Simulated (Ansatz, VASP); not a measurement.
# AgBr in VASP and in Ansatz

```
Ag Br
1.0
     0.00000    2.87015    2.87015
     2.87015    0.00000    2.87015
     2.87015    2.87015    0.00000
Ag Br
1 1
Direct
  0.00000 0.00000 0.00000
  0.50000 0.50000 0.50000
```

Alike in both runs: task single point; functional LDA; k mesh 3 × 3 × 3; no spin polarisation.

|  | VASP | Ansatz |
| --- | --- | --- |
| version | VASP 6.6.1 | Ansatz 0.2.0 |
| potentials or method | VASP PAW LDA potentials, release 64 (Ag, Br) | plane waves, PAW |
| plane-wave cutoff (eV) | 500 | 420 |
| occupations | gaussian, width 0.01 eV | fixed |
| valence electrons in the cell | 18 | 26 |

```csv
,VASP,Ansatz,Ansatz less VASP
pressure (GPa),-3.2,-3.3,-0.07
```

LDA's correlation is that of Perdew and Zunger in VASP and of Perdew and Wang (1992) in Ansatz. VASP's potentials hold 18 valence electrons a cell and Ansatz's 26, so a difference there can come from the potentials and not from the codes.

The k mesh is coarse, so the values compare programs but aren't converged.
